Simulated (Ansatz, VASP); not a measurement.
One calculation of MoH3, two programs

```
CELL_PARAMETERS angstrom
2.83693 0.00000 0.00000
-1.41846 2.45685 0.00000
0.00000 0.00000 4.41082
ATOMIC_POSITIONS crystal
H 0.00000 0.00000 0.94846
H 0.66667 0.33333 0.43296
H 0.66667 0.33333 0.93183
Mo 0.33333 0.66667 0.18891
```

Alike in both runs: functional PBE; k mesh 5 × 5 × 3; occupations gaussian, width 0.15 eV; no spin polarisation.

Ansatz relaxed the structure, and its values are those at the end. VASP's run is a single point on that final structure, the one shown.

|  | VASP | Ansatz |
| --- | --- | --- |
| version | VASP 6.6.1 | Ansatz 0.2.0 |
| potentials or method | VASP PAW PBE potentials, release 64 (H, Mo_sv), cutoff 500 eV | scalar-relativistic, plane waves, PAW |
| valence electrons in the cell | 17 | 17 |

```tsv
	VASP	Ansatz	Ansatz less VASP
gap on the k mesh at the Fermi level (eV)	none	none	-
pressure (GPa)	-0.3	-0.3	-0.01
rms of the force components (eV/Å)	0.016	0.015	-0.0006
```

A gap of «none» marks a metal or a gap that the smearing closes.

The k mesh is coarse, so the values compare programs but aren't converged.
